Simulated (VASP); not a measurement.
# Ir12F in VASP: further runs

The runs below take Ir12F through single point, with PBE.

Everything below comes from runs of VASP 6.6.1. Logs are shortened: lines on timing, memory, paths and dates and some standing lists are left out, and cuts for length are marked.

### Step 1. The cell of the first run

The cell holds a slab with vacuum, 13 atoms: a = 5.431 Å, b = 5.431 Å, c = 16.434 Å, α = 90.00°, β = 90.00°, γ = 60.00°.

### Step 2. Single point, PBE

Input file INCAR:

```
SYSTEM = Ir12F
ALGO = Normal
EDIFF = 1E-6
ENCUT = 520
GGA = PE
ISIF = 2
ISMEAR = 0
LASPH = .TRUE.
LCHARG = .TRUE.
LELF = .TRUE.
LREAL = .FALSE.
LVHAR = .TRUE.
LWAVE = .FALSE.
NBANDS = 70
NELM = 60
PREC = Accurate
SIGMA = 0.1
```

Input file KPOINTS:

```
k-points
0
G
  4 4 1
  0 0 0
```

Input file POSCAR:

```
Ir12F
1.0
    5.4305800000      0.0000000000      0.0000000000
    2.7152900000      4.7030200000      0.0000000000
    0.0000000000      0.0000000000     16.4340500000
Ir F
12 1
Direct
    0.1666666312      0.1666667375      0.0608492733
    0.6666666312      0.1666667375      0.0608492733
    0.1666666312      0.6666667375      0.0608492733
    0.6666666312      0.6666667375      0.0608492733
   -0.1627336352      0.3350047416      0.1935353732
    0.3395033554      0.3361327402      0.1955116968
   -0.1619729209      0.8346003206      0.1933402296
    0.3387273723      0.8334718968      0.1940734025
    0.0071946790     -0.0003691245      0.3255969162
    0.5069040266      0.0038364710      0.3255164734
    0.0096422909      0.5021050304      0.3255949690
    0.5101284186      0.5021271438      0.3308262419
    0.5738745307      0.5182567797      0.4485833376
```

Potentials or basis: VASP PAW PBE potentials, release 64 (Ir, F).

Started as:

```sh
cat potpaw_PBE.64/Ir/POTCAR potpaw_PBE.64/F/POTCAR > POTCAR
mpirun -np 1 vasp_std > vasp.out
```

OUTCAR:

```text
SYSTEM = Ir12F
   EDIFF = 1E-6
   ENCUT = 520
   GGA = PE
   ISIF = 2
   ISMEAR = 0
   LASPH = .TRUE.
   LREAL = .FALSE.
   NELM = 60
   PREC = Accurate

 ion  position               nearest neighbor table
   1  0.167  0.167  0.061-   5 2.67   8 2.69   3 2.72   3 2.72   4 2.72   4 2.72   2 2.72   2 2.72
                             6 2.74
   2  0.667  0.167  0.061-   7 2.68   6 2.70   5 2.70   4 2.72   3 2.72   4 2.72   3 2.72   1 2.72
                             1 2.72
   3  0.167  0.667  0.061-   7 2.67   6 2.70   8 2.71   1 2.72   1 2.72   2 2.72   2 2.72   4 2.72
                             4 2.72
   4  0.667  0.667  0.061-   8 2.68   5 2.68   7 2.70   2 2.72   1 2.72   2 2.72   1 2.72   3 2.72
                             3 2.72
   5  0.837  0.335  0.194-   1 2.67   4 2.68   9 2.68  11 2.69   6 2.70   2 2.70   8 2.71   7 2.72
                             7 2.72   8 2.72   6 2.73  12 2.73
   6  0.340  0.336  0.196-  11 2.64  10 2.65   2 2.70   8 2.70   5 2.70   3 2.70   7 2.72   7 2.72
                            12 2.73   5 2.73   8 2.73   1 2.74
   7  0.838  0.835  0.193-   3 2.67  10 2.67  11 2.68   2 2.68   9 2.68   4 2.70   8 2.71   5 2.72
                             6 2.72   5 2.72   6 2.72   8 2.72
   8  0.339  0.833  0.194-   9 2.67   4 2.68  10 2.68   1 2.69   6 2.70   5 2.71   3 2.71   7 2.71
                             7 2.72   5 2.72   6 2.73  12 2.73
   9  0.007  1.000  0.326-   8 2.67   7 2.68   5 2.68  11 2.70  10 2.71  12 2.72  12 2.72  10 2.73
                            11 2.74
  10  0.507  0.004  0.326-   6 2.65   7 2.67   8 2.68  11 2.70   9 2.71  12 2.72  12 2.72   9 2.73
                            11 2.73
  11  0.010  0.502  0.326-   6 2.64   7 2.68   5 2.69   9 2.70  10 2.70  12 2.71  12 2.72  10 2.73
                             9 2.74
  12  0.510  0.502  0.331-  13 1.98  11 2.71   9 2.72  10 2.72  10 2.72   9 2.72  11 2.72   6 2.73
                             5 2.73   8 2.73
  13  0.574  0.518  0.449-  12 1.98

  LATTYP: Found a hexagonal cell.
 ALAT       =     5.4305797945
 C/A-ratio  =     3.0262054185

  Lattice vectors:

 A1 = (  -2.7152900000,  -4.7030200000,   0.0000000000)
 A2 = (   5.4305800000,   0.0000000000,   0.0000000000)
 A3 = (   0.0000000000,   0.0000000000,  16.4340500000)

Analysis of symmetry for initial positions (statically):
=====================================================================
 Subroutine PRICEL returns:
 Original cell was already a primitive cell.

 Routine SETGRP: Setting up the symmetry group for a
 hexagonal supercell.

 Subroutine GETGRP returns: Found  1 space group operations
 (whereof  1 operations were pure point group operations)
 out of a pool of 24 trial point group operations.

The static configuration has the point symmetry C_1 .

Analysis of symmetry for dynamics (positions and initial velocities):
=====================================================================
 Subroutine PRICEL returns:
 Original cell was already a primitive cell.

 Routine SETGRP: Setting up the symmetry group for a
 hexagonal supercell.

 Subroutine GETGRP returns: Found  1 space group operations
 (whereof  1 operations were pure point group operations)
 out of a pool of 24 trial point group operations.

The dynamic configuration has the point symmetry C_1 .

 Subroutine INISYM returns: Found  1 space group operations
 (whereof  1 operations are pure point group operations),
 and found     1 'primitive' translations

----------------------------------------------------------------------------------------

                                     Primitive cell

  volume of cell :     419.7277

  direct lattice vectors                    reciprocal lattice vectors
     5.430580000  0.000000000  0.000000000     0.184142394 -0.106314666  0.000000000
     2.715290000  4.703020000  0.000000000     0.000000000  0.212629332  0.000000000
     0.000000000  0.000000000 16.434050000     0.000000000  0.000000000  0.060849273

  length of vectors
     5.430580000  5.430579795 16.434050000     0.212629324  0.212629332  0.060849273

  position of ions in fractional coordinates (direct lattice)
     0.166666631  0.166666738  0.060849273
     0.666666631  0.166666738  0.060849273
[... 39 lines left out ...]
     0.046035598 -0.026578666  0.000000000     0.250000000  0.000000000  0.000000000
     0.000000000  0.053157333  0.000000000     0.000000000  0.250000000  0.000000000
     0.000000000  0.000000000  0.060849273     0.000000000  0.000000000  1.000000000

  Length of vectors
     0.053157331  0.053157333  0.060849273

  Shift w.r.t. Gamma in fractional coordinates (k-lattice)
     0.000000000  0.000000000  0.000000000

 Subroutine IBZKPT returns following result:
 ===========================================

 Found     10 irreducible k-points:

 Following reciprocal coordinates:
            Coordinates               Weight
  0.000000  0.000000  0.000000      1.000000
  0.250000  0.000000  0.000000      2.000000
  0.250000  0.250000  0.000000      2.000000
  0.000000  0.250000  0.000000      2.000000
  0.500000  0.000000  0.000000      1.000000
  0.500000  0.500000  0.000000      1.000000
  0.000000  0.500000  0.000000      1.000000
  0.500000  0.250000  0.000000      2.000000
  0.250000  0.500000  0.000000      2.000000
 -0.250000  0.250000  0.000000      2.000000
   k-points           NKPTS =     10   k-points in BZ     NKDIM =     10   number of bands    NBANDS=     70
   number of dos      NEDOS =    301   number of ions     NIONS =     13
   total plane-waves  NPLWV = 201600
   dimension x,y,z NGX =    40 NGY =   40 NGZ =  126
   dimension x,y,z NGXF=    80 NGYF=   80 NGZF=  252
   ions per type =              12   1
   NGX,Y,Z   is equivalent  to a cutoff of  12.25, 12.25, 12.75 a.u.
   NGXF,Y,Z  is equivalent  to a cutoff of  24.49, 24.49, 25.49 a.u.
 SYSTEM =  Ir12F
   PREC   = accura    normal or accurate (medium, high low for compatibility)
   ISTART =      0    job   : 0-new  1-cont  2-samecut
   ICHARG =      2    charge: 1-file 2-atom 10-const
   ISPIN  =      1    spin polarized calculation?
   LNONCOLLINEAR =      F non collinear calculations
   LSORBIT =      F    spin-orbit coupling
   LASPH  =      T    aspherical Exc in radial PAW
   ENCUT  =  520.0 eV  38.22 Ry    6.18 a.u.  10.10 10.10 30.56*2*pi/ulx,y,z
   NELM   =     60;   NELMIN=  2; NELMDL= -5     # of ELM steps
   EDIFF  = 0.1E-05   stopping-criterion for ELM
   LREAL  =      F    real-space projection
   EDIFFG = 0.1E-04   stopping-criterion for IOM
   NSW    =      0    number of steps for IOM
   IBRION =     -1    ionic relax: 0-MD 1-quasi-New 2-CG
   NFREE  =      0    steps in history (QN), initial steepest desc. (CG)
   ISIF   =      2    stress and relaxation
   ISYM   =      2    0-nonsym 1-usesym 2-fastsym
   POTIM  = 0.5000    time-step for ionic-motion
   TEBEG  =    0.0;   TEEND  =   0.0 temperature during run
   PSTRESS=    0.0 pullay stress
   NELECT =     115.0000    total number of electrons
   NUPDOWN=      -1.0000    fix difference up-down
   EMIN   =  10.00;   EMAX   =-10.00  energy-range for DOS
   EFERMI =   0.00;   METHOD = LEGACY
   ISMEAR =     0;   SIGMA  =   0.10  broadening in eV -4-tet -1-fermi 0-gaus
   EFERMI_NEDOS =   21; number of points for ismear=-14 and -15
   IALGO  =     38    algorithm
   IMIX   =      4    mixing-type and parameters
     AMIX     =   0.40;   BMIX     =  1.00
     AMIX_MAG =   1.60;   BMIX_MAG =  1.00
  volume/ion in A,a.u.               =      32.29       217.88
  Fermi-wavevector in a.u.,A,eV,Ry     =   1.063290  2.009326 15.382539  1.130585
  Thomas-Fermi vector in A             =   2.198769
   LORBIT       =      0    0 simple, 1 ext, 2 COOP (PROOUT), +10 PAW based schemes
   GGA     = PE    functional components
   LHFCALC =     F    Hartree Fock is set to
   AEXX    =    0.0000 exact exchange contribution
   IVDW    =     0    specifies the selected vdW correction
   LEPSILON=     F    determine dielectric tensor
   LRPA    =     F    only Hartree local field effects (RPA)
 non-spin polarized calculation
 Gauss-broadening in eV      SIGMA  =   0.10
  energy-cutoff  :      520.00
  volume of cell :      419.73
 maximum number of plane-waves:     11316
   NGX = 21   NGY = 21   NGZ = 61

 number of electron     114.9999996 magnetization

 Free energy of the ion-electron system (eV)
  ---------------------------------------------------
  ext. energy  EPLUGINS =         0.00000000
  ---------------------------------------------------
  free energy    TOTEN  =      -103.04026445 eV

  energy without entropy =     -102.94266895  energy(sigma->0) =     -102.99146670

 E-fermi :   0.8146     XC(G=0):  -7.0004

 val. band max:        0.8033197486   @ k =  -0.2500   0.2500   0.0000
 cond. band min:       0.8153089638   @ k =   0.5000   0.2500   0.0000
 fundamental gap:      0.0119892152
 Fermi energy:         0.8146236654

 k-point     1 :       0.0000    0.0000    0.0000
  band No.  band energies     occupation
      1     -21.5161      2.00000
      2      -9.4260      2.00000
      3      -7.4084      2.00000
      4      -7.0327      2.00000
      5      -6.7141      2.00000
      6      -6.7075      2.00000
[... 709 lines left out ...]
     68       1.6237      0.00000
     69       1.7233      0.00000
 [bands above 69 left out]

------------------------ aborting loop because EDIFF is reached ----------------------------------------

  FORCE on cell =-STRESS in cart. coord.  units (eV):
  Direction    XX          YY          ZZ          XY          YZ          ZX
  --------------------------------------------------------------------------------------
  -------------------------------------------------------------------------------------
  Total       -5.0050499     -4.7100242      1.2464738     -0.3958292     -0.2410490     -1.4455077
  in kB      -19.1051895    -17.9790224      4.7580180     -1.5109522     -0.9201279     -5.5177670
  external PRESSURE =     -10.7753980 kB  Pullay stress =       0.0000000 kB

 VOLUME and BASIS-vectors are now :
 -----------------------------------------------------------------------------
  energy-cutoff  :      520.00
  volume of cell :      419.73
      direct lattice vectors                 reciprocal lattice vectors
     5.430580000  0.000000000  0.000000000     0.184142394 -0.106314666  0.000000000
     2.715290000  4.703020000  0.000000000     0.000000000  0.212629332  0.000000000
     0.000000000  0.000000000 16.434050000     0.000000000  0.000000000  0.060849273

 POSITION                                       TOTAL-FORCE (eV/Angst)
 -----------------------------------------------------------------------------------
      1.35764      0.78384      1.00000         0.032324      0.000312     -0.271040
      4.07293      0.78384      1.00000         0.022738      0.230605      0.025209
      2.71529      3.13535      1.00000         0.262691     -0.130390      0.006252
      5.43058      3.13535      1.00000        -0.090794     -0.060924      0.013377
      5.45648      1.57553      3.18057         0.004608      0.001318      0.021204
      2.75640      1.58084      3.21305         0.000557     -0.004609     -0.016027
      6.81715      3.92514      3.17736         0.001600     -0.001956     -0.006515
      4.10260      3.91984      3.18941         0.002627      0.001020     -0.001325
      2.75336      4.70128      5.35088         0.004837      0.011727      0.043125
      2.76320      0.01804      5.34955         0.006108     -0.000552      0.042787
      1.41572      2.36141      5.35084         0.003407      0.000643      0.040473
      4.13371      2.36151      5.43682        -0.034716     -0.007915     -0.118057
      4.52369      2.43737      7.37204        -0.215988     -0.039279      0.220537
 -----------------------------------------------------------------------------------
    total drift:                               -0.000503     -0.000783      0.000299

  FREE ENERGIE OF THE ION-ELECTRON SYSTEM (eV)
  ---------------------------------------------------
  free  energy   TOTEN  =      -103.0402644456 eV

  energy  without entropy=     -102.9426689515  energy(sigma->0) =     -102.99146670
```

It took 14 min on 1 thread of Intel Xeon Platinum 8259CL at 2.50GHz (Skylake/Cascade Lake), shared host; peak memory 0.6 GiB.

Results:

```
Free energy            : -103.0403 eV
Largest force          : 0.311 eV/Å
Band gap on the k mesh : zero (an odd number of electrons rules out a gap without spin polarisation)
```

Forces on the atoms (eV/Å):
```
Ir   0.032  0.000 -0.271
Ir   0.023  0.231  0.025
Ir   0.263 -0.130  0.006
Ir  -0.091 -0.061  0.013
Ir   0.005  0.001  0.021
Ir   0.001 -0.005 -0.016
Ir   0.002 -0.002 -0.007
Ir   0.003  0.001 -0.001
Ir   0.005  0.012  0.043
Ir   0.006 -0.001  0.043
Ir   0.003  0.001  0.040
Ir  -0.035 -0.008 -0.118
F   -0.216 -0.039  0.221
```

Caveat: there is no dipole correction, which matters where the two faces differ; spin-orbit coupling is left out, which moves the levels of the heavy elements; an odd number of electrons without spin polarisation forces a metal; a magnetic or distorted state may lie lower.

### Step 3. Single point, PBE

Input file INCAR:

```
PREC = Accurate
ENCUT = 520
EDIFF = 1E-7
ISMEAR = 0
SIGMA = 0.1
LREAL = False
LASPH = True
NELM = 100
ALGO = Normal
ISIF = 2
LWAVE = False
LCHARG = False
GGA = PE
NBANDS = 70
```

Input file KPOINTS:

```
Automatic mesh
0
Gamma
  4 4 1
```

Input file POSCAR:

```
Ir12F
1.0
    5.4305800000      0.0000000000      0.0000000000
    2.7152900000      4.7030200000      0.0000000000
    0.0000000000      0.0000000000     16.4340500000
Ir F
12 1
Direct
    0.1666666312      0.1666667375      0.0608492733
    0.6666666312      0.1666667375      0.0608492733
    0.1666666312      0.6666667375      0.0608492733
    0.6666666312      0.6666667375      0.0608492733
   -0.1628538585      0.3345439739      0.1922854074
    0.3379011116      0.3377013068      0.1978503777
   -0.1630346158      0.8348892839      0.1929320527
    0.3374076889      0.8345210099      0.1934281568
    0.0062831504     -0.0022572730      0.3252975986
    0.5036802190      0.0060524939      0.3255122140
    0.0089289785      0.4993140578      0.3261918395
    0.5108549305      0.5008464774      0.3297552946
    0.6484811487      0.5368746040      0.4422606722
```

Potentials or basis: VASP PAW PBE potentials, release 64 (Ir, F).

Started as:

```sh
cat potpaw_PBE.64/Ir/POTCAR potpaw_PBE.64/F/POTCAR > POTCAR
mpirun -np 1 vasp_std > vasp.out
```

It took 15 min on 1 thread of Intel Xeon Platinum 8259CL at 2.50GHz (Skylake/Cascade Lake), shared host; peak memory 0.6 GiB.

It converged, with:

* Free energy: -102.9001 eV
* Largest force: 0.302 eV/Å
* Band gap on the k mesh: zero (an odd number of electrons rules out a gap without spin polarisation)

Forces in eV/Å, atoms in the order of the input:
```
Ir   0.068  0.014 -0.259
Ir  -0.115  0.228  0.035
Ir   0.203 -0.217  0.053
Ir  -0.057 -0.011 -0.042
Ir   0.013  0.006  0.022
Ir   0.021 -0.005 -0.014
Ir   0.011 -0.006 -0.010
Ir   0.015 -0.003 -0.006
Ir   0.017  0.008  0.041
Ir   0.018  0.006  0.043
Ir   0.038 -0.003  0.026
Ir  -0.025 -0.006 -0.051
F   -0.206 -0.011  0.163
```

Levels at points of the mesh, in eV from the Fermi level:
| k point | band 54 | band 55 | band 56 | band 57 | band 58 | band 59 | band 60 | band 61 |
| --- | --- | --- | --- | --- | --- | --- | --- | --- |
| (0.00, 0.00, 0.00) | 0.42 | 0.43 | 0.48 | 0.60 | 0.65 | 0.77 | 0.92 | 0.92 |
| (0.50, 0.00, 0.00) | -1.17 | -1.01 | -0.94 | -0.50 | -0.41 | -0.40 | -0.32 | -0.27 |
| (0.50, 0.50, 0.00) | -1.19 | -0.99 | -0.95 | -0.48 | -0.44 | -0.40 | -0.36 | -0.31 |
| (0.00, 0.50, 0.00) | -1.17 | -1.02 | -0.94 | -0.52 | -0.44 | -0.41 | -0.33 | -0.29 |

Caveat: there is no dipole correction, which matters where the two faces differ; spin-orbit coupling is left out, which moves the levels of the heavy elements; an odd number of electrons without spin polarisation forces a metal; a magnetic or distorted state may lie lower.
